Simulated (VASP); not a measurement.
Here is a VASP 6.6.1 calculation.

File INCAR:

```
PREC = Accurate
ENCUT = 500
EDIFF = 1E-6
ISMEAR = -1
SIGMA = 0.1
LREAL = False
LASPH = True
NELM = 120
ALGO = Normal
ISIF = 2
LWAVE = False
LCHARG = True
GGA = RP
LELF = True
LVHAR = True
NBANDS = 8
GGA_COMPAT = False
```

File KPOINTS:

```
Automatic mesh
0
Gamma
  27 27 27
```

File POSCAR:

```
B
1.0
    1.8938651091      0.0000000000      0.0000000000
    0.0000000000      1.8938651091      0.0000000000
    0.0000000000      0.0000000000      1.8938651091
B
1
Direct
    0.0000000000      0.0000000000      0.0000000000
```

Potentials or basis: VASP PAW PBE potentials, release 64 (B).

Run with:

```bash
$ cat potpaw_PBE.64/B/POTCAR > POTCAR
$ mpirun -np 1 vasp_std > vasp.out
```

**Question.** Predict the pressure.

**Answer.** 0.4 GPa.

Caveat: the PAW data sets were made with another functional, which shifts forces and pressure a little.
